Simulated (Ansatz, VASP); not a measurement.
**Two plane-wave programs on Cu**

```
Cu
1.0
     0.00000    1.76231    1.89787
     1.76231    0.00000    1.89787
     1.76231    1.76231    0.00000
Cu
1
Direct
  0.00000 0.00000 0.00000
```

Change from the starting cell: strain -0.025 along x and y, +0.050 along z, atoms carried along.

Alike in both runs: task single point; functional PBE; k mesh 22 × 22 × 22; occupations gaussian, width 0.15 eV; no spin polarisation.

|  | VASP | Ansatz |
| --- | --- | --- |
| version | VASP 6.6.1 | Ansatz 0.2.0 |
| potentials or method | VASP PAW PBE potentials, release 64 (Cu), cutoff 520 eV | scalar-relativistic, plane waves, PAW |
| valence electrons in the cell | 11 | 19 |

```csv
,VASP,Ansatz,Ansatz less VASP
gap on the k mesh at the Fermi level (eV),none,none,-
pressure (GPa),2.8,2.3,-0.53
"traceless stress, the component that is largest in VASP (GPa)",-3.80,-3.82,-0.020
```

A gap of «none» marks a metal or a gap that the smearing closes. The functional is the same, so the differences come from potentials, cutoffs and numerics. VASP's potentials hold 11 valence electrons a cell and Ansatz's 19, so a difference there can come from the potentials and not from the codes.
